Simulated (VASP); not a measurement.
Write the native input for VASP 6.6.1 that does the following.

```
Task                   : single point
Functional             : PBE
Potentials or basis    : VASP PAW PBE potentials, release 64 (Ba_sv, B)
Cutoff                 : 520 eV
k mesh                 : 8 × 8 × 8
Occupations            : gaussian, width 0.1 eV
Spin                   : no spin polarisation
Dipole correction      : no
Further INCAR settings : ALGO = Fast; EDIFF = 1e-06; NBANDS = 26
```

The structure of Ba3B2 lies in POSCAR:

```
Ba3B2
1.0
    5.6746559809      0.0000000000      0.0000000000
    0.0000000000      5.6746559809      0.0000000000
    0.0000000000      0.0000000000      5.6746559809
Ba B
3 2
Direct
    0.5000000000      0.0000000000      0.0000000000
    0.0000000000      0.5000000000      0.0000000000
    0.0000000000      0.0000000000      0.5000000000
    0.0000000000      0.0000000000      0.0000000000
    0.5000000000      0.5000000000      0.5000000000
```

The cell was generated, and may not be a known phase.

One way to write it, as run:

INCAR

```
SYSTEM = Ba3B2
ALGO     = Fast           ! electronic algorithm
EDIFF    = 1E-6           ! SCF threshold, eV
ENCUT    = 520            ! plane-wave cutoff, eV
GGA      = PE             ! functional
ISIF     = 2              ! what is computed and relaxed
ISMEAR   = 0              ! smearing method
LASPH    = .TRUE.         ! aspherical terms in the spheres
LCHARG   = .FALSE.        ! write CHGCAR
LREAL    = .FALSE.        ! projectors in reciprocal space
LWAVE    = .FALSE.        ! write WAVECAR
NBANDS   = 26             ! bands
NELM     = 100            ! most SCF steps
PREC     = Accurate       ! precision mode
SIGMA    = 0.1            ! smearing width, eV
```

KPOINTS

```
k-points
0
G
  8 8 8
  0 0 0
```

Potentials or basis: VASP PAW PBE potentials, release 64 (Ba_sv, B).

Command:

```console
$ cat potpaw_PBE.64/Ba_sv/POTCAR potpaw_PBE.64/B/POTCAR > POTCAR
$ mpirun -np 1 vasp_std > vasp.out
```

Results of the run:

```
Pressure               : 0.5 GPa
Band gap on the k mesh : zero (bands 18 and 19 overlap by 0.73 eV)
```

Caveat: spin-orbit coupling is left out, which moves the levels of the heavy elements.

It took 7 min on 1 thread of Intel Xeon 8259CL, with other jobs on the host, peak memory 0.35 GiB.
